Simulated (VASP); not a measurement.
# Lu in VASP: further runs

Lu is run at these levels: PBE, LDA; tasks: single point.

All numbers are computed with VASP 6.6.1; they aren't measurements. Logs are shortened: lines on timing, memory, paths and dates and some standing lists are left out, and cuts for length are marked.

## Step 1: The cell of the first run

Symmetry: P6_3/mmc, No. 194, hexagonal system. The conventional cell has a = 3.503 Å, b = 3.503 Å, c = 5.551 Å, α = 90.00°, β = 90.00°, γ = 120.00°. Within 4.5 Å of Lu (site symmetry -6m2) lie 12 Lu at 3.43 to 3.50 Å.

## Step 2: Single point, PBE

File INCAR:

```
PREC = Accurate
ENCUT = 520
EDIFF = 1E-6
ISMEAR = -1
SIGMA = 0.05
LREAL = False
LASPH = True
NELM = 100
ALGO = Normal
ISIF = 2
LWAVE = False
LCHARG = False
GGA = PE
NBANDS = 32
```

File KPOINTS:

```
Automatic mesh
0
Gamma
  9 9 5
```

File POSCAR:

```
Lu
1.0
    3.5031000000      0.0000000000      0.0000000000
   -1.7515500000      3.0337735920      0.0000000000
    0.0000000000      0.0000000000      5.5509000000
Lu
2
Direct
    0.6666666667      0.3333333333      0.7500000000
    0.3333333333      0.6666666667      0.2500000000
```

Potentials or basis: VASP PAW PBE potentials, release 64 (Lu).

On the command line:

```console
$ cat potpaw_PBE.64/Lu/POTCAR > POTCAR
$ mpirun -np 1 vasp_std > vasp.out
```

OUTCAR:

```text
PREC = Accurate
   ENCUT = 520
   EDIFF = 1E-6
   ISMEAR = -1
   LREAL = False
   LASPH = True
   NELM = 100
   ISIF = 2
   GGA = PE

 ion  position               nearest neighbor table
   1  0.667  0.333  0.750-   2 3.43   2 3.43   2 3.43   2 3.43   2 3.43   2 3.43
   2  0.333  0.667  0.250-   1 3.43   1 3.43   1 3.43   1 3.43   1 3.43   1 3.43

  LATTYP: Found a hexagonal cell.
 ALAT       =     3.5031000000
 C/A-ratio  =     1.5845679541

  Lattice vectors:

 A1 = (   3.5031000000,   0.0000000000,   0.0000000000)
 A2 = (  -1.7515500000,   3.0337735920,   0.0000000000)
 A3 = (   0.0000000000,   0.0000000000,   5.5509000000)

Analysis of symmetry for initial positions (statically):
=====================================================================
 Subroutine PRICEL returns:
 Original cell was already a primitive cell.

 Routine SETGRP: Setting up the symmetry group for a
 hexagonal supercell.

 Subroutine GETGRP returns: Found 24 space group operations
 (whereof 12 operations were pure point group operations)
 out of a pool of 24 trial point group operations.

The static configuration has the point symmetry D_3d.
 The point group associated with its full space group is D_6h.

Analysis of symmetry for dynamics (positions and initial velocities):
=====================================================================
 Subroutine PRICEL returns:
 Original cell was already a primitive cell.

 Routine SETGRP: Setting up the symmetry group for a
 hexagonal supercell.

 Subroutine GETGRP returns: Found 24 space group operations
 (whereof 12 operations were pure point group operations)
 out of a pool of 24 trial point group operations.

The dynamic configuration has the point symmetry D_3d.
 The point group associated with its full space group is D_6h.

 Subroutine INISYM returns: Found 24 space group operations
 (whereof 12 operations are pure point group operations),
 and found     1 'primitive' translations

----------------------------------------------------------------------------------------

                                     Primitive cell

  volume of cell :      58.9928

  direct lattice vectors                    reciprocal lattice vectors
     3.503100000  0.000000000  0.000000000     0.285461448  0.164811244  0.000000000
    -1.751550000  3.033773592  0.000000000     0.000000000  0.329622488  0.000000000
     0.000000000  0.000000000  5.550900000     0.000000000  0.000000000  0.180150967

  length of vectors
     3.503100000  3.503100000  5.550900000     0.329622488  0.329622488  0.180150967

  position of ions in fractional coordinates (direct lattice)
     0.666666667  0.333333333  0.750000000
     0.333333333  0.666666667  0.250000000

  ion indices of the primitive-cell ions
   primitive index   ion index
                 1           1
                 2           2

----------------------------------------------------------------------------------------

 KPOINTS: Automatic mesh

Automatic generation of k-mesh.
 Grid dimensions read from file:
 generate k-points for:    9    9    5

 Generating k-lattice:

  Cartesian coordinates                     Fractional coordinates (reciprocal lattice)
     0.031717939  0.018312360  0.000000000     0.111111111 -0.000000000  0.000000000
     0.000000000  0.036624721  0.000000000     0.000000000  0.111111111  0.000000000
     0.000000000  0.000000000  0.036030193     0.000000000  0.000000000  0.200000000

  Length of vectors
     0.036624721  0.036624721  0.036030193

  Shift w.r.t. Gamma in fractional coordinates (k-lattice)
     0.000000000  0.000000000  0.000000000

 Subroutine IBZKPT returns following result:
 ===========================================

 Found     36 irreducible k-points:

 Following reciprocal coordinates:
            Coordinates               Weight
  0.000000  0.000000  0.000000      1.000000
  0.111111  0.000000  0.000000      6.000000
  0.222222 -0.000000  0.000000      6.000000
  0.333333  0.000000  0.000000      6.000000
  0.444444 -0.000000  0.000000      6.000000
  0.111111  0.111111  0.000000      6.000000
[... 16 lines left out ...]
  0.333333  0.222222  0.200000     24.000000
  0.333333  0.333333  0.200000      4.000000
 [... further k-points ...]
   k-points           NKPTS =     36   k-points in BZ     NKDIM =     36   number of bands    NBANDS=     32
   number of dos      NEDOS =    301   number of ions     NIONS =      2
   total plane-waves  NPLWV =  32928
   dimension x,y,z NGX =    28 NGY =   28 NGZ =   42
   dimension x,y,z NGXF=    56 NGYF=   56 NGZF=   84
   ions per type =               2
   NGX,Y,Z   is equivalent  to a cutoff of  13.29, 13.29, 12.58 a.u.
   NGXF,Y,Z  is equivalent  to a cutoff of  26.58, 26.58, 25.16 a.u.
 SYSTEM =  unknown system
   PREC   = accura    normal or accurate (medium, high low for compatibility)
   ISTART =      0    job   : 0-new  1-cont  2-samecut
   ICHARG =      2    charge: 1-file 2-atom 10-const
   ISPIN  =      1    spin polarized calculation?
   LNONCOLLINEAR =      F non collinear calculations
   LSORBIT =      F    spin-orbit coupling
   LASPH  =      T    aspherical Exc in radial PAW
   ENCUT  =  520.0 eV  38.22 Ry    6.18 a.u.   6.51  6.51 10.32*2*pi/ulx,y,z
   NELM   =    100;   NELMIN=  2; NELMDL= -5     # of ELM steps
   EDIFF  = 0.1E-05   stopping-criterion for ELM
   LREAL  =      F    real-space projection
   EDIFFG = 0.1E-04   stopping-criterion for IOM
   NSW    =      0    number of steps for IOM
   IBRION =     -1    ionic relax: 0-MD 1-quasi-New 2-CG
   NFREE  =      0    steps in history (QN), initial steepest desc. (CG)
   ISIF   =      2    stress and relaxation
   ISYM   =      2    0-nonsym 1-usesym 2-fastsym
   POTIM  = 0.5000    time-step for ionic-motion
   TEBEG  =    0.0;   TEEND  =   0.0 temperature during run
   PSTRESS=    0.0 pullay stress
   NELECT =      50.0000    total number of electrons
   NUPDOWN=      -1.0000    fix difference up-down
   EMIN   =  10.00;   EMAX   =-10.00  energy-range for DOS
   EFERMI =   0.00;   METHOD = LEGACY
   ISMEAR =    -1;   SIGMA  =   0.05  broadening in eV -4-tet -1-fermi 0-gaus
   EFERMI_NEDOS =   21; number of points for ismear=-14 and -15
   IALGO  =     38    algorithm
   IMIX   =      4    mixing-type and parameters
     AMIX     =   0.40;   BMIX     =  1.00
     AMIX_MAG =   1.60;   BMIX_MAG =  1.00
  volume/ion in A,a.u.               =      29.50       199.05
  Fermi-wavevector in a.u.,A,eV,Ry     =   1.549287  2.927727 32.657919  2.400289
  Thomas-Fermi vector in A             =   2.654115
   LORBIT       =      0    0 simple, 1 ext, 2 COOP (PROOUT), +10 PAW based schemes
   GGA     = PE    functional components
   LHFCALC =     F    Hartree Fock is set to
   AEXX    =    0.0000 exact exchange contribution
   IVDW    =     0    specifies the selected vdW correction
   LEPSILON=     F    determine dielectric tensor
   LRPA    =     F    only Hartree local field effects (RPA)
 non-spin polarized calculation
  energy-cutoff  :      520.00
  volume of cell :       58.99
 maximum number of plane-waves:      1617
 NGX is ok and might be reduce to    28
   NGX = 13   NGY = 13   NGZ = 21

 number of electron      49.9999998 magnetization

 Free energy of the ion-electron system (eV)
  ---------------------------------------------------
  ext. energy  EPLUGINS =         0.00000000
  ---------------------------------------------------
  free energy    TOTEN  =        -9.05352461 eV

  energy without entropy =       -9.02277229  energy(sigma->0) =       -9.03814845

 E-fermi :   2.1784     XC(G=0): -10.6043

 val. band max:        2.1603200660   @ k =   0.3333   0.1111   0.2000
 cond. band min:       2.2042051618   @ k =   0.3333   0.0000   0.4000
 fundamental gap:      0.0438850958
 Fermi energy:         2.1783590528

 k-point     1 :       0.0000    0.0000    0.0000
  band No.  band energies     occupation
      1     -54.0493      2.00000
      2     -54.0177      2.00000
      3     -24.9704      2.00000
      4     -24.5621      2.00000
      5     -24.5621      2.00000
      6     -24.4866      2.00000
[... 24 lines left out ...]
     31       5.6757      0.00000
     32       5.6757      0.00000

 k-point     2 :       0.1111    0.0000    0.0000
  band No.  band energies     occupation
      1     -54.0466      2.00000
      2     -54.0166      2.00000
      3     -24.9518      2.00000
      4     -24.6005      2.00000
      5     -24.5749      2.00000
      6     -24.5269      2.00000
[... 24 lines left out ...]
     31       5.3452      0.00000
     32       5.3934      0.00000

 k-point     3 :       0.2222   -0.0000    0.0000
  band No.  band energies     occupation
      1     -54.0395      2.00000
      2     -54.0143      2.00000
      3     -24.9006      2.00000
      4     -24.6980      2.00000
      5     -24.6256      2.00000
      6     -24.6061      2.00000
[... 24 lines left out ...]
     31       5.7797      0.00000
     32       6.1149      0.00000

 k-point     4 :       0.3333    0.0000    0.0000
  band No.  band energies     occupation
      1     -54.0306      2.00000
      2     -54.0124      2.00000
      3     -24.8304      2.00000
      4     -24.8094      2.00000
      5     -24.7324      2.00000
      6     -24.6399      2.00000
[... 24 lines left out ...]
     31       6.7349      0.00000
     32       7.2282      0.00000

 k-point     5 :       0.4444   -0.0000    0.0000
  band No.  band energies     occupation
      1     -54.0238      2.00000
      2     -54.0122      2.00000
      3     -24.8821      2.00000
      4     -24.7996      2.00000
      5     -24.7678      2.00000
      6     -24.6614      2.00000
[... 584 lines left out ...]
     31       7.7922      0.00000
     32       8.3979      0.00000

 k-point    22 :       0.2222    0.2222    0.2000
  band No.  band energies     occupation
      1     -54.0249      2.00000
      2     -54.0134      2.00000
      3     -24.8513      2.00000
      4     -24.8107      2.00000
      5     -24.6979      2.00000
      6     -24.6810      2.00000
[... 24 lines left out ...]
     31       7.4728      0.00000
     32       7.5764      0.00000

 k-point    23 :       0.3333    0.2222    0.2000
  band No.  band energies     occupation
      1     -54.0194      2.00000
      2     -54.0136      2.00000
      3     -24.8643      2.00000
      4     -24.8206      2.00000
      5     -24.7450      2.00000
      6     -24.6643      2.00000
[... 24 lines left out ...]
     31       7.5110      0.00000
     32       7.8817      0.00000

 k-point    24 :       0.3333    0.3333    0.2000
  band No.  band energies     occupation
      1     -54.0155      2.00000
      2     -54.0155      2.00000
      3     -24.8155      2.00000
      4     -24.8093      2.00000
      5     -24.8093      2.00000
      6     -24.6863      2.00000
[... 24 lines left out ...]
     31       7.5633      0.00000
     32       7.5692      0.00000

 [... further k-points ...]
[... 5 lines left out ...]
  --------------------------------------------------------------------------------------
  -------------------------------------------------------------------------------------
  Total       -0.0123291     -0.0123291     -0.3661700      0.0000000      0.0000000      0.0000000
  in kB       -0.3348446     -0.3348446     -9.9447592      0.0000000      0.0000000      0.0000000
  external PRESSURE =      -3.5381495 kB  Pullay stress =       0.0000000 kB

 VOLUME and BASIS-vectors are now :
 -----------------------------------------------------------------------------
  energy-cutoff  :      520.00
  volume of cell :       58.99
      direct lattice vectors                 reciprocal lattice vectors
     3.503100000  0.000000000  0.000000000     0.285461448  0.164811244  0.000000000
    -1.751550000  3.033773592  0.000000000     0.000000000  0.329622488  0.000000000
     0.000000000  0.000000000  5.550900000     0.000000000  0.000000000  0.180150967

 POSITION                                       TOTAL-FORCE (eV/Angst)
 -----------------------------------------------------------------------------------
      1.75155      1.01126      4.16318         0.000000      0.000000      0.000000
     -0.00000      2.02252      1.38773        -0.000000      0.000000      0.000000
 -----------------------------------------------------------------------------------
    total drift:                               -0.000000      0.000000     -0.000000

  FREE ENERGIE OF THE ION-ELECTRON SYSTEM (eV)
  ---------------------------------------------------
  free  energy   TOTEN  =        -9.0535246108 eV

  energy  without entropy=       -9.0227722931  energy(sigma->0) =       -9.03814845
```

It took 68 s on 1 thread of Intel Xeon Platinum 8259CL at 2.50GHz (Skylake/Cascade Lake), shared host; peak memory 0.21 GiB.

What came out:

- Free energy: -9.0535 eV
- Pressure: -0.4 GPa
- Band gap on the k mesh: zero (band 25 reaches 3.01 eV, above the bottom of band 26 at 1.57 eV)

Stress tensor (GPa, compression positive):
```
-0.03  0.00  0.00
 0.00 -0.03  0.00
 0.00  0.00 -0.99
```

Caveat: spin-orbit coupling is left out, which moves the levels of the heavy elements.

## Step 3: Single point, PBE (atoms moved at random)

INCAR, as its differences from that of step 2:

```diff
@@ -2,3 +2,3 @@
 ENCUT = 520
-EDIFF = 1E-6
+EDIFF = 1E-7
 ISMEAR = -1
@@ -8,3 +8,3 @@
 NELM = 100
-ALGO = Normal
+ALGO = Fast
 ISIF = 2
```

KPOINTS is that of step 2.

File POSCAR:

```
Lu
1.0
    3.5031000000      0.0000000000      0.0000000000
   -1.7515500000      3.0337735920      0.0000000000
    0.0000000000      0.0000000000      5.5509000000
Lu
2
Direct
    0.6687240000      0.3340780000      0.7522110000
    0.3321500000      0.6592670000      0.2488660000
```

Potentials or basis: VASP PAW PBE potentials, release 64 (Lu).

On the command line:

```console
$ cat potpaw_PBE.64/Lu/POTCAR > POTCAR
$ mpirun -np 1 vasp_std > vasp.out
```

Run time: 17 min. Hardware: 1 thread of Intel Xeon Platinum 8259CL at 2.50GHz (Skylake/Cascade Lake), shared host; peak memory 0.43 GiB.

It converged, with:

| Property | Result |
| --- | --- |
| Free energy | -9.0524 eV |
| Pressure | -0.4 GPa |
| Largest force | 0.084 eV/Å |
| Band gap on the k mesh | zero (band 25 reaches 3.01 eV, above the bottom of band 26 at 1.58 eV) |

Forces on the atoms (eV/Å):
```
Lu   0.004 -0.031 -0.078
Lu  -0.004  0.031  0.078
```

Stress tensor (GPa, compression positive):
```
 0.01 -0.01  0.00
-0.01 -0.12  0.01
 0.00  0.01 -1.00
```

Levels at points of the mesh, in eV from the Fermi level:
| k point | band 21 | band 22 | band 23 | band 24 | band 25 | band 26 | band 27 | band 28 | band 29 | band 30 |
| --- | --- | --- | --- | --- | --- | --- | --- | --- | --- | --- |
| (0.00, 0.00, 0.00) | -4.91 | -4.89 | -4.89 | -2.42 | 0.53 | 2.19 | 2.21 | 2.48 | 2.88 | 2.92 |

Caveat: the cell differs from its parent crystal (atoms moved at random); spin-orbit coupling is left out, which moves the levels of the heavy elements.

## Step 4: Single point, LDA

File INCAR:

```
SYSTEM = Lu
ALGO = Normal ; EDIFF = 1E-6
ENCUT = 520 ; GGA = CA
ISIF = 2 ; ISMEAR = -1
LASPH = .TRUE. ; LCHARG = .TRUE.
LELF = .TRUE. ; LREAL = .FALSE.
LVHAR = .TRUE. ; LWAVE = .FALSE.
NBANDS = 32 ; NELM = 100
PREC = Accurate ; SIGMA = 0.05
```

File KPOINTS:

```
k-points
0
G
  9 9 5
  0 0 0
```

File POSCAR:

```
Lu
1.0
    3.5031000000      0.0000000000      0.0000000000
   -1.7515500000      3.0337735920      0.0000000000
    0.0000000000      0.0000000000      5.5509000000
Lu
2
Direct
    0.6666666667      0.3333333333      0.7500000000
    0.3333333333      0.6666666667      0.2500000000
```

On the command line:

```console
$ cat potpaw_PBE.64/Lu/POTCAR > POTCAR
$ mpirun -np 1 vasp_std > vasp.out
```

It took 2.1 min on 1 thread of Intel Xeon 8259CL, shared host; peak memory 0.19 GiB.

Results (log left out):

| Item | Value |
| --- | --- |
| Free energy | -10.2731 eV |
| Pressure | -5.4 GPa |
| Band gap on the k mesh | zero (band 25 reaches 2.70 eV, above the bottom of band 26 at 1.32 eV) |

Stress tensor (GPa, compression positive):
```
-4.97  0.00  0.00
 0.00 -4.97  0.00
 0.00  0.00 -6.22
```

Levels at points of the mesh, in eV from the Fermi level:
```tsv
k point	band 23	band 24	band 25	band 26	band 27	band 28
(0.00, 0.00, 0.00)	-4.96	-2.44	0.66	2.09	2.09	2.35
```

Caveat: the PAW data sets were made with another functional, which shifts forces and pressure a little; spin-orbit coupling is left out, which moves the levels of the heavy elements.
